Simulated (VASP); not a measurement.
# Se: single point with PBEsol

Crystal: Se.

```
Se
1.0
     2.29211    0.00000    0.00000
    -1.14606    1.98503    0.00000
     0.00000    0.00000    2.14007
Se
1
Direct
  0.00000 0.00000 0.00000
```

| Item | Value |
| --- | --- |
| Program | VASP 6.6.1 |
| Task | single point |
| Functional | PBEsol |
| Potentials or basis | VASP PAW PBE potentials, release 64 (Se) |
| Cutoff | 520 eV |
| k mesh | 19 × 19 × 17 |
| Occupations | fermi-dirac, width 0.08 eV |
| Spin | no spin polarisation |

The pressure is 296.9 GPa and the band gap on the k mesh is zero (band 3 reaches 30.56 eV, above the bottom of band 4 at 11.64 eV).

Stress tensor (GPa, compression positive):
```
296.74   0.00   0.00
  0.00 296.74   0.00
  0.00   0.00 297.33
```

Levels at points of the mesh, in eV from the Fermi level:
```tsv
k point	band 1	band 2	band 3	band 4	band 5	band 6
(0.00, 0.00, 0.00)	-26.87	4.05	6.87	6.87	7.24	13.21
```

Wall time 13 s on 1 thread of AMD EPYC 9R14 (Zen 4), with other jobs on the host, peak memory 0.11 GiB.

Caveat: the PAW data sets were made with another functional, which shifts forces and pressure a little.
